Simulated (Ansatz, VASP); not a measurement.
## Two plane-wave programs on NbH2

```xyz
3
Lattice="0.0000 2.2339 2.2339 2.2339 0.0000 2.2339 2.2339 2.2339 0.0000" Properties=species:S:1:pos:R:3 pbc="T T T"
Nb    0.0000    0.0000    0.0000
H     1.1169    1.1169    1.1169
H     3.3508    3.3508    3.3508
```

Alike in both runs: task single point; functional LDA; k mesh 16 × 16 × 16; occupations fermi-dirac, width 0.15 eV; no spin polarisation.

|  | VASP | Ansatz |
| --- | --- | --- |
| version | VASP 6.6.1 | Ansatz 0.2.0 |
| potentials or method | VASP PAW LDA potentials, release 64 (Nb_sv, H), cutoff 520 eV | scalar-relativistic, plane waves, PAW |
| valence electrons in the cell | 15 | 15 |

```tsv
	VASP	Ansatz	Ansatz less VASP
gap on the k mesh at the Fermi level (eV)	none	none	-
pressure (GPa)	3.9	4.2	+0.22
```

LDA's correlation is that of Perdew and Zunger in VASP and of Perdew and Wang (1992) in Ansatz. A gap of «none» marks a metal or a gap that the smearing closes.
